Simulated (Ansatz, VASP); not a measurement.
**One calculation of AlN, two programs**

```
Al N
1.0
     0.00000    1.94544    1.94544
     1.94544    0.00000    1.94544
     1.94544    1.94544    0.00000
Al N
1 1
Direct
  0.00000 0.00000 0.00000
  0.50000 0.50000 0.50000
```

Alike in both runs: task single point; functional PBE; k mesh 10 × 10 × 10; no spin polarisation.

```csv
,VASP,Ansatz
version,VASP 6.6.1,Ansatz 0.2.0
potentials or method,"VASP PAW PBE potentials, release 64 (Al, N), cutoff 600 eV","scalar-relativistic, plane waves, PAW"
occupations,"gaussian, width 0.01 eV",fixed
valence electrons in the cell,8,8
```

|  | VASP | Ansatz | Ansatz less VASP |
| --- | --- | --- | --- |
| gap on the k mesh at the Fermi level (eV) | 5.08 | 5.07 | -0.012 |
| least direct gap on the mesh (eV) | 7.44 | 7.42 | -0.022 |
